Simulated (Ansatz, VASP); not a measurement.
**Sn: VASP beside Ansatz**

```
CELL_PARAMETERS angstrom
6.02262 0.00000 0.00000
0.00000 6.02262 0.00000
0.00000 0.00000 6.02262
ATOMIC_POSITIONS crystal
Sn 0.50000 0.50000 0.50000
Sn 0.00000 0.00000 0.00000
Sn 0.25000 0.00000 0.50000
Sn 0.50000 0.25000 0.00000
Sn 0.50000 0.75000 0.00000
Sn 0.75000 0.00000 0.50000
Sn 0.00000 0.50000 0.75000
Sn 0.00000 0.50000 0.25000
```

Alike in both runs: task relaxation of cell and atoms; functional PBEsol; k mesh 6 × 6 × 6; occupations gaussian, width 0.1 eV; no spin polarisation.

```csv
,VASP,Ansatz
version,VASP 6.6.1,Ansatz 0.2.0
potentials or method,"VASP PAW PBE potentials, release 64 (Sn_d), cutoff 600 eV","scalar-relativistic, plane waves, PAW"
valence electrons in the cell,112,112
```

```tsv
	VASP	Ansatz	Ansatz less VASP
gap on the k mesh at the Fermi level, each at its own relaxed structure (eV)	none	none	-
relaxed volume (Å³/atom)	26.95	26.95	+0.002
relaxed length of the cell vector where the two differ most in proportion (Å)	5.996	5.996	+0.0001
```

VASP's potentials were made for PBE, not for PBEsol. A gap of «none» marks a metal or a gap that the smearing closes.
